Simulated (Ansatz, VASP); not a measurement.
One calculation of BP, two programs

File INCAR:

```
SYSTEM = BP
ALGO = Normal
EDIFF = 1E-6
ENCUT = 500
GGA = PE
GGA_COMPAT = .False.
ISIF = 2
ISMEAR = 0
LASPH = .True.
LCHARG = .False.
LREAL = .False.
LWAVE = .False.
NBANDS = 16
NELM = 120
PREC = Accurate
SIGMA = 0.2
```

Contents of KPOINTS:

```
k-points
0
Gamma
  6 6 4
  0 0 0
```

The input POSCAR:

```
BP
1.0
    3.0799086887      0.0000000000      0.0000000000
   -1.5399543444      2.6672791658      0.0000000000
    0.0000000000      0.0000000000      5.0145727567
B P
2 2
Direct
    0.0000000000      0.0000000000      0.0000000000
    0.0000000000      0.0000000000      0.5000000000
    0.3333333333      0.6666666667      0.2500000000
    0.6666666667      0.3333333333      0.7500000000
```

Input for Ansatz:

```yaml
crystal:
  lattice:
    - [3.0799086887, 0.0, 0.0]
    - [-1.5399543444, 2.6672791658, 0.0]
    - [0.0, 0.0, 5.0145727567]
  atoms:
    - { symbol: B, position: [0.0, 0.0, 0.0] }
    - { symbol: B, position: [0.0, 0.0, 0.5] }
    - { symbol: P, position: [0.3333333333, 0.6666666667, 0.25] }
    - { symbol: P, position: [0.6666666667, 0.3333333333, 0.75] }
kpoints:
  mp_grid: { grid: [6, 6, 4] }
hamiltonian:
  xc: pbe
scf:
  occupations: { method: gaussian, width: 0.2 }
  n_extra_bands: 5
output:
  forces: true
  stress: true
  eigenvalues: true
```

Alike in both runs: task single point; functional PBE; k mesh 6 × 6 × 4; occupations gaussian, width 0.2 eV; no spin polarisation.

|  | VASP | Ansatz |
| --- | --- | --- |
| version | VASP 6.6.1 | Ansatz 0.2.0 |
| potentials or method | VASP PAW PBE potentials, release 64 (B, P) | plane waves |
| plane-wave cutoff (eV) | 500 | 420 |
| valence electrons in the cell | 16 | 16 |

```tsv
	VASP	Ansatz	Ansatz less VASP
pressure (GPa)	0.6	0.8	+0.23
traceless stress, the component that is largest in VASP (GPa)	2.25	2.27	+0.023
```

With one functional, cell and mesh, what is left measures potentials, basis and numerics.

The k mesh is coarse, so the values compare programs but aren't converged.
